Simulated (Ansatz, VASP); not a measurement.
## TiSi2 in VASP and in Ansatz

The input INCAR:

```
SYSTEM = TiSi2
PREC = Accurate
ENCUT = 600
EDIFF = 1E-6
ISMEAR = -1
SIGMA = 0.05
LREAL = .FALSE.
LASPH = .TRUE.
NELM = 100
ALGO = Normal
ISIF = 3
LWAVE = .FALSE.
LCHARG = .FALSE.
GGA = PE
IBRION = 2
NSW = 60
EDIFFG = -0.01
```

Contents of KPOINTS:

```
Automatic mesh
0
G
  7 7 10
  0 0 0
```

Contents of POSCAR:

```
TiSi2
1.0
    4.3746400000      0.0000000000      0.0000000000
   -2.1873200000      3.7885500000      0.0000000000
    0.0000000000      0.0000000000      2.5610100000
Ti Si
1 2
Direct
    0.0000000000      0.0000000000      0.0000000000
    0.3333300000      0.6666700000      0.5000000000
    0.6666700000      0.3333300000      0.5000000000
```

File input.yaml:

```yaml
crystal:
  lattice:
    - [4.37464, 0.0, 0.0]
    - [-2.18732, 3.78855, 0.0]
    - [0.0, 0.0, 2.56101]
  atoms:
    - { symbol: Ti, position: [0.0, 0.0, 0.0] }
    - { symbol: Si, position: [0.33333, 0.66667, 0.5] }
    - { symbol: Si, position: [0.66667, 0.33333, 0.5] }
hamiltonian:
  xc: pbe
  pseudopotentials: { kind: paw }
kpoints:
  mp_grid: { grid: [7, 7, 10] }
scf:
  occupations: { method: fermi_dirac, width: 0.05 }
output:
  forces: true
  stress: true
  eigenvalues: true
relax:
  f_tol: 0.01
  max_steps: 40
  cell: { stress_tol: 0.05 }
```

Alike in both runs: task relaxation of cell and atoms; functional PBE; k mesh 7 × 7 × 10; occupations fermi-dirac, width 0.05 eV; no spin polarisation.

```csv
,VASP,Ansatz
version,VASP 6.6.1,Ansatz 0.2.0
potentials or method,"VASP PAW PBE potentials, release 64 (Ti_sv, Si)",Ansatz PAW
plane-wave cutoff (eV),600,420
valence electrons in the cell,20,20
```

|  | VASP | Ansatz | Ansatz less VASP |
| --- | --- | --- | --- |
| gap on the k mesh at the Fermi level, each at its own relaxed structure (eV) | none | none | - |
| relaxed volume (Å³/atom) | 14.13 | 14.14 | +0.007 |
| relaxed cell length with the largest relative difference (Å) | 4.382 | 4.382 | +0.0008 |

A gap of «none» marks a metal or a gap that the smearing closes.

Noted on Ansatz's run: the plane-wave basis is chosen anew once the cell has moved, so the energies of steps on either side of that aren't comparable.
